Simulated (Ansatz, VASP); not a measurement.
One calculation of Au, two programs

```
Au
1.0
     1.41002   -2.55476    0.00000
     1.41002    2.55476    0.00000
     0.00000    0.00000    4.80068
Au
2
Cartesian
  1.4100 -0.8373 1.2002
  1.4100 0.8373 3.6005
```

Change from the starting cell: strain +0.0150 x Voigt [0, 1, 0, 0, 0, 0], atoms carried along.

Alike in both runs: task single point; functional PBEsol; k mesh 24 × 24 × 12; occupations gaussian, width 0.15 eV; no spin polarisation.

```csv
,VASP,Ansatz
version,VASP 6.6.1,Ansatz 0.2.0
potentials or method,"VASP PAW PBE potentials, release 64 (Au), cutoff 520 eV","scalar-relativistic, plane waves, PAW"
valence electrons in the cell,22,38
```

Ansatz gave:

- gap on the k mesh at the Fermi level (eV): none
- pressure (GPa): -2.4
- traceless stress, the component that is largest in VASP (GPa): -1.21
- rms of the force components (eV/Å): 0.009

Q: Estimate VASP's values.

A: gap on the k mesh at the Fermi level (eV): none; pressure (GPa): -2.6; traceless stress, the component that is largest in VASP (GPa): -1.20; rms of the force components (eV/Å): 0.009.

VASP's potentials were made for PBE, not for PBEsol. Atom by atom the forces differ by 0.000 eV/Å (rms over components). A gap of «none» marks a metal or a gap that the smearing closes. VASP's potentials hold 22 valence electrons a cell and Ansatz's 38, so a difference there can come from the potentials and not from the codes.

Spin-orbit coupling is off throughout.
